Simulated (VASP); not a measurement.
# PbSe (F-43m) in VASP: further runs

The runs below take PbSe through single point, relaxation of cell and atoms, with PBE.

Everything below comes from runs of VASP 6.6.1. Logs are shortened: lines on timing, memory, paths and dates and some standing lists are left out, and cuts for length are marked.

**1. The cell of the first run**

It takes space group F-43m (No. 216, cubic). Conventional cell: a = 6.071 Å, b = 6.071 Å, c = 6.071 Å, α = 90.00°, β = 90.00°, γ = 90.00°. Within 3.5 Å of Pb (site symmetry -43m) lie 4 Se at 2.63 Å. Se (site symmetry -43m) has 4 Pb at 2.63 Å within 3.5 Å.

The cell was generated, and may not be a known phase.

**2. Single point, PBE**

The input, INCAR:

```
SYSTEM = PbSe
ALGO = Normal
EDIFF = 1E-6
ENCUT = 520
GGA = PE
ISIF = 2
ISMEAR = 0
LASPH = .True.
LCHARG = .False.
LREAL = .False.
LWAVE = .False.
NBANDS = 17
NELM = 60
PREC = Accurate
SIGMA = 0.1
```

The input, KPOINTS:

```
k-points
0
Gamma
  6 6 6
  0 0 0
```

The input, POSCAR:

```
PbSe
1.0
    0.0000000000      3.0353642900      3.0353642900
    3.0353642900      0.0000000000      3.0353642900
    3.0353642900      3.0353642900      0.0000000000
Pb Se
1 1
Direct
    0.2500000000      0.2500000000      0.2500000000
    0.0000000000      0.0000000000      0.0000000000
```

Potentials or basis: VASP PAW PBE potentials, release 64 (Pb_d, Se).

Command:

```console
$ cat potpaw_PBE.64/Pb_d/POTCAR potpaw_PBE.64/Se/POTCAR > POTCAR
$ mpirun -np 1 vasp_std > vasp.out
```

OUTCAR:

```text
SYSTEM = PbSe
   EDIFF = 1E-6
   ENCUT = 520
   GGA = PE
   ISIF = 2
   ISMEAR = 0
   LASPH = .True.
   LREAL = .False.
   NELM = 60
   PREC = Accurate

 ion  position               nearest neighbor table
   1  0.250  0.250  0.250-   2 2.63   2 2.63   2 2.63   2 2.63
   2  0.000  0.000  0.000-   1 2.63   1 2.63   1 2.63   1 2.63

  LATTYP: Found a face centered cubic cell.
 ALAT       =     6.0707285800

  Lattice vectors:

 A1 = (   0.0000000000,   3.0353642900,   3.0353642900)
 A2 = (   3.0353642900,   0.0000000000,   3.0353642900)
 A3 = (   3.0353642900,   3.0353642900,   0.0000000000)

Analysis of symmetry for initial positions (statically):
=====================================================================
 Subroutine PRICEL returns:
 Original cell was already a primitive cell.

 Routine SETGRP: Setting up the symmetry group for a
 face centered cubic supercell.

 Subroutine GETGRP returns: Found 24 space group operations
 (whereof 24 operations were pure point group operations)
 out of a pool of 48 trial point group operations.

The static configuration has the point symmetry T_d .

Analysis of symmetry for dynamics (positions and initial velocities):
=====================================================================
 Subroutine PRICEL returns:
 Original cell was already a primitive cell.

 Routine SETGRP: Setting up the symmetry group for a
 face centered cubic supercell.

 Subroutine GETGRP returns: Found 24 space group operations
 (whereof 24 operations were pure point group operations)
 out of a pool of 48 trial point group operations.

The dynamic configuration has the point symmetry T_d .

 Subroutine INISYM returns: Found 24 space group operations
 (whereof 24 operations are pure point group operations),
 and found     1 'primitive' translations

----------------------------------------------------------------------------------------

                                     Primitive cell

  volume of cell :      55.9323

  direct lattice vectors                    reciprocal lattice vectors
     0.000000000  3.035364290  3.035364290    -0.164724874  0.164724874  0.164724874
     3.035364290  0.000000000  3.035364290     0.164724874 -0.164724874  0.164724874
     3.035364290  3.035364290  0.000000000     0.164724874  0.164724874 -0.164724874

  length of vectors
     4.292653346  4.292653346  4.292653346     0.285311851  0.285311851  0.285311851
[... 69 lines left out ...]
   LASPH  =      T    aspherical Exc in radial PAW
   ENCUT  =  520.0 eV  38.22 Ry    6.18 a.u.   7.98  7.98  7.98*2*pi/ulx,y,z
   NELM   =     60;   NELMIN=  2; NELMDL= -5     # of ELM steps
   EDIFF  = 0.1E-05   stopping-criterion for ELM
   LREAL  =      F    real-space projection
   EDIFFG = 0.1E-04   stopping-criterion for IOM
   NSW    =      0    number of steps for IOM
   IBRION =     -1    ionic relax: 0-MD 1-quasi-New 2-CG
   NFREE  =      0    steps in history (QN), initial steepest desc. (CG)
   ISIF   =      2    stress and relaxation
   ISYM   =      2    0-nonsym 1-usesym 2-fastsym
   POTIM  = 0.5000    time-step for ionic-motion
   TEBEG  =    0.0;   TEEND  =   0.0 temperature during run
   PSTRESS=    0.0 pullay stress
   NELECT =      20.0000    total number of electrons
   NUPDOWN=      -1.0000    fix difference up-down
   EMIN   =  10.00;   EMAX   =-10.00  energy-range for DOS
   EFERMI =   0.00;   METHOD = LEGACY
   ISMEAR =     0;   SIGMA  =   0.10  broadening in eV -4-tet -1-fermi 0-gaus
   EFERMI_NEDOS =   21; number of points for ismear=-14 and -15
   IALGO  =     38    algorithm
   IMIX   =      4    mixing-type and parameters
     AMIX     =   0.40;   BMIX     =  1.00
     AMIX_MAG =   1.60;   BMIX_MAG =  1.00
  volume/ion in A,a.u.               =      27.97       188.72
  Fermi-wavevector in a.u.,A,eV,Ry     =   1.161976  2.195817 18.370442  1.350189
  Thomas-Fermi vector in A             =   2.298543
   LORBIT       =      0    0 simple, 1 ext, 2 COOP (PROOUT), +10 PAW based schemes
   GGA     = PE    functional components
   LHFCALC =     F    Hartree Fock is set to
   AEXX    =    0.0000 exact exchange contribution
   IVDW    =     0    specifies the selected vdW correction
   LEPSILON=     F    determine dielectric tensor
   LRPA    =     F    only Hartree local field effects (RPA)
 non-spin polarized calculation
 Gauss-broadening in eV      SIGMA  =   0.10
  energy-cutoff  :      520.00
  volume of cell :       55.93
 maximum number of plane-waves:      1524
   NGX = 15   NGY = 15   NGZ = 15

 number of electron      20.0000006 magnetization

 Free energy of the ion-electron system (eV)
  ---------------------------------------------------
  ext. energy  EPLUGINS =         0.00000000
  ---------------------------------------------------
  free energy    TOTEN  =        -6.31260087 eV

  energy without entropy =       -6.30789169  energy(sigma->0) =       -6.31024628

 E-fermi :   6.0251     XC(G=0):  -9.3764

 val. band max:        5.9936625207   @ k =   0.3333   0.3333   0.0000
 cond. band min:       6.0387829881   @ k =  -0.3333   0.5000   0.1667
 fundamental gap:      0.0451204673
 Fermi energy:         6.0251227847

 k-point     1 :       0.0000    0.0000    0.0000
  band No.  band energies     occupation
      1     -11.3989      2.00000
      2     -11.3989      2.00000
      3     -11.3989      2.00000
      4     -11.2457      2.00000
      5     -11.2457      2.00000
      6      -9.4674      2.00000
[... 297 lines left out ...]
      4     -11.2690      2.00000
      5     -11.2295      2.00000
      6      -7.4086      2.00000
[... 9 lines left out ...]
     16      15.8160      0.00000
     17      15.9632      0.00000

------------------------ aborting loop because EDIFF is reached ----------------------------------------

  FORCE on cell =-STRESS in cart. coord.  units (eV):
  Direction    XX          YY          ZZ          XY          YZ          ZX
  --------------------------------------------------------------------------------------
  -------------------------------------------------------------------------------------
  Total        8.8757624      8.8757624      8.8757624     -0.0000000     -0.0000000      0.0000000
  in kB      254.2458029    254.2458029    254.2458029     -0.0000000     -0.0000000      0.0000000
  external PRESSURE =     254.2458029 kB  Pullay stress =       0.0000000 kB

 VOLUME and BASIS-vectors are now :
 -----------------------------------------------------------------------------
  energy-cutoff  :      520.00
  volume of cell :       55.93
      direct lattice vectors                 reciprocal lattice vectors
     0.000000000  3.035364290  3.035364290    -0.164724874  0.164724874  0.164724874
     3.035364290  0.000000000  3.035364290     0.164724874 -0.164724874  0.164724874
     3.035364290  3.035364290  0.000000000     0.164724874  0.164724874 -0.164724874

 POSITION                                       TOTAL-FORCE (eV/Angst)
 -----------------------------------------------------------------------------------
      1.51768      1.51768      1.51768         0.000000      0.000000     -0.000000
      0.00000      0.00000      0.00000        -0.000000     -0.000000      0.000000
 -----------------------------------------------------------------------------------
    total drift:                               -0.000000     -0.000000     -0.000000

  FREE ENERGIE OF THE ION-ELECTRON SYSTEM (eV)
  ---------------------------------------------------
  free  energy   TOTEN  =        -6.3126008705 eV

  energy  without entropy=       -6.3078916942  energy(sigma->0) =       -6.31024628
```

OSZICAR:

```text
N       E                     dE             d eps       ncg     rms          rms(c)
DAV:   1     0.153299456871E+03    0.15330E+03   -0.99084E+03   552   0.124E+03
DAV:   2     0.450956756720E+01   -0.14879E+03   -0.14376E+03   571   0.314E+02
DAV:   3    -0.634829053338E+01   -0.10858E+02   -0.10750E+02   719   0.892E+01
DAV:   4    -0.659136992709E+01   -0.24308E+00   -0.24285E+00   652   0.149E+01
DAV:   5    -0.659905864229E+01   -0.76887E-02   -0.76885E-02   746   0.270E+00    0.528E+00
DAV:   6    -0.632782218622E+01    0.27124E+00   -0.53156E-01   840   0.623E+00    0.338E+00
DAV:   7    -0.631221217988E+01    0.15610E-01   -0.15386E-01   695   0.208E+00    0.129E+00
DAV:   8    -0.631248770378E+01   -0.27552E-03   -0.14851E-02   717   0.137E+00    0.288E-01
DAV:   9    -0.631254997758E+01   -0.62274E-04   -0.20824E-03   698   0.445E-01    0.128E-01
DAV:  10    -0.631257221947E+01   -0.22242E-04   -0.27987E-04   682   0.138E-01    0.234E-02
DAV:  11    -0.631259637458E+01   -0.24155E-04   -0.56038E-05   687   0.647E-02    0.218E-02
DAV:  12    -0.631260057298E+01   -0.41984E-05   -0.14957E-05   648   0.361E-02    0.716E-03
DAV:  13    -0.631260087055E+01   -0.29756E-06   -0.36113E-07   497   0.513E-03
   1 F= -.63126009E+01 E0= -.63102463E+01  d E =-.470918E-02
```

stdout:

```text
POSCAR found type information on POSCAR PbSe
 POSCAR found :  2 types and       2 ions
 scaLAPACK will be used
 LDA part: xc-table for (Slater+PW92), standard interpolation
 POSCAR, INCAR and KPOINTS ok, starting setup
 FFT: planning ... GRIDC
 FFT: planning ... GRID_SOFT
 FFT: planning ... GRID
 WAVECAR not read
 entering main loop
```

It took 18 s on 1 thread of Intel Xeon Platinum 8259CL at 2.50GHz (Skylake/Cascade Lake), shared host; peak memory 0.18 GiB.

What came out:

```yaml
Free_energy: -6.3126 eV
Pressure: 25.4 GPa
Band_gap_on_the_k_mesh: zero (bands 10 and 11 overlap by 0.37 eV)
```

Caveat: the cell stands under pressure; semilocal functionals underestimate gaps, and a narrow one can read as zero; spin-orbit coupling is left out, which moves the levels of the heavy elements.

**3. Single point, PBE**

This run uses another cell than the first one, of 40.74 Å³/atom.

The input, INCAR:

```
PREC = Accurate ; ENCUT = 520
EDIFF = 1E-6 ; ISMEAR = 0
SIGMA = 0.1 ; LREAL = False
LASPH = True ; NELM = 80
ALGO = Normal ; ISIF = 2
LWAVE = False ; LCHARG = False
GGA = PE ; NBANDS = 17
```

The input, KPOINTS:

```
regular mesh
0
Gamma
  6 6 6
```

The input, POSCAR:

```
PbSe
1.0
    0.0000000000      3.4408779083      3.4408779083
    3.4408779083      0.0000000000      3.4408779083
    3.4408779083      3.4408779083      0.0000000000
Pb Se
1 1
Direct
    0.2500000000      0.2500000000      0.2500000000
    0.0000000000      0.0000000000      0.0000000000
```

Potentials or basis: VASP PAW PBE potentials, release 64 (Pb_d, Se).

Command:

```console
$ cat potpaw_PBE.64/Pb_d/POTCAR potpaw_PBE.64/Se/POTCAR > POTCAR
$ mpirun -np 1 vasp_std > vasp.out
```

It took 25 s on 1 thread of Intel Xeon Platinum 8259CL at 2.50GHz (Skylake/Cascade Lake), shared host; peak memory 0.21 GiB.

Results (log left out):

```yaml
Free_energy: -7.8385 eV
Pressure: 0.2 GPa
Band_gap_on_the_k_mesh: 0.78 eV (least direct gap 1.17 eV)
```

Levels at points of the mesh, in eV from the valence-band top:
| k point | band 6 | band 7 | band 8 | band 9 | band 10 | band 11 | band 12 | band 13 | band 14 | band 15 |
| --- | --- | --- | --- | --- | --- | --- | --- | --- | --- | --- |
| (0.00, 0.00, 0.00) | -12.58 | -6.30 | -1.46 | -1.46 | -1.46 | 2.24 | 2.24 | 2.24 | 4.83 | 8.33 |
| (0.50, 0.00, 0.00) | -12.01 | -7.73 | -1.98 | -1.98 | -1.85 | 2.99 | 2.99 | 3.73 | 6.65 | 8.00 |
| (0.50, 0.50, 0.00) | -11.79 | -8.08 | -2.66 | -2.66 | -0.39 | 0.78 | 4.92 | 4.92 | 6.05 | 7.99 |

Caveat: spin-orbit coupling is left out, which moves the levels of the heavy elements. A k mesh can miss the band edges.

**4. Relaxation of cell and atoms, PBE**

The input, INCAR:

```
SYSTEM = PbSe
PREC = Accurate
ENCUT = 600
EDIFF = 1E-6
ISMEAR = 0
SIGMA = 0.1
LREAL = .False.
LASPH = .True.
NELM = 60
ALGO = Normal
ISIF = 3
LWAVE = .False.
LCHARG = .False.
GGA = PE
IBRION = 2
NSW = 90
EDIFFG = -0.04
```

The input, KPOINTS:

```
regular mesh
0
Gamma
  6 6 6
  0 0 0
```

The input, POSCAR:

```
PbSe
1.0
    0.0000000000      3.0353642900      3.0353642900
    3.0353642900      0.0000000000      3.0353642900
    3.0353642900      3.0353642900      0.0000000000
Pb Se
1 1
Direct
    0.2500000000      0.2500000000      0.2500000000
    0.0000000000      0.0000000000      0.0000000000
```

Command:

```console
$ cat potpaw_PBE.64/Pb_d/POTCAR potpaw_PBE.64/Se/POTCAR > POTCAR
$ mpirun -np 1 vasp_std > vasp.out
```

It took 69 s on 1 thread of Intel Xeon Platinum 8259CL at 2.50GHz (Skylake/Cascade Lake), shared host; peak memory 0.22 GiB.

The run converged. Its results:

- Free energy: -7.8343 eV
- Relaxed volume: 41.13 Å³/atom
- Relaxed cell: a = 4.882 Å, b = 4.882 Å, c = 4.882 Å, α = 60.00°, β = 60.00°, γ = 60.00°
- Space group after relaxing (to 0.1 Å): F-43m (No. 216)
- Energy gained by relaxing: 760.7 meV/atom
- Ionic steps: 4
- Pressure after relaxing: 0.0 GPa
- Band gap on the k mesh: 0.80 eV (least direct gap 1.18 eV)

The path:
```csv
step,energy change (eV),largest force (eV/Å),pressure (GPa),volume (Å³)
1,0.0000,0.0000,25.45,55.93
2,-1.2550,0.0000,-3.99,100.15
3,-1.5213,0.0000,0.17,81.67
4,-1.5215,0.0000,-0.05,82.25
```

Final structure:
```
CELL_PARAMETERS angstrom
0.00000 3.45177 3.45177
3.45177 0.00000 3.45177
3.45177 3.45177 0.00000
ATOMIC_POSITIONS crystal
Pb 0.25000 0.25000 0.25000
Se 0.00000 0.00000 0.00000
```

Levels at points of the mesh, in eV from the valence-band top:
| k point | band 7 | band 8 | band 9 | band 10 | band 11 | band 12 | band 13 | band 14 |
| --- | --- | --- | --- | --- | --- | --- | --- | --- |
| (0.00, 0.00, 0.00) | -6.32 | -1.44 | -1.44 | -1.44 | 2.24 | 2.24 | 2.24 | 4.82 |
| (0.50, 0.00, 0.00) | -7.71 | -1.95 | -1.95 | -1.83 | 2.99 | 2.99 | 3.70 | 6.65 |
| (0.50, 0.50, 0.00) | -8.05 | -2.62 | -2.62 | -0.38 | 0.80 | 4.88 | 4.88 | 6.05 |

Caveat: the volume moved by over 15 % at a fixed basis, so the end points are rough; spin-orbit coupling is left out, which moves the levels of the heavy elements. A k mesh can miss the band edges.

**5. Overview**

```csv
task,cell,cutoff (eV),gap on the mesh (eV),pressure (GPa)
single point,"a = 4.293 Å, angles 60.0°, 2 atoms",520,none,25.4
single point,"a = 4.866 Å, angles 60.0°, 2 atoms",520,0.78,0.2
relaxation of cell and atoms,"relaxed from a = 4.293 Å, angles 60.0°, 2 atoms",600,0.80,0.0
```

Alike in all rows: level PBE; potentials or basis VASP PAW PBE potentials, release 64 (Pb_d, Se); no spin polarisation; k mesh 6 × 6 × 6; smearing gaussian 0.1 eV.

Caveats: spin-orbit coupling is left out, which moves the levels of the heavy elements; the cell stands under pressure (at least some runs); semilocal functionals underestimate gaps, and a narrow one can read as zero (at least some runs); the volume moved by over 15 % at a fixed basis, so the end points are rough (at least some runs).

Total energies depend on the potentials used, so only differences within one code and one set of settings carry meaning.

The gap in the log of VASP goes by the Fermi energy; the results here count the filled bands.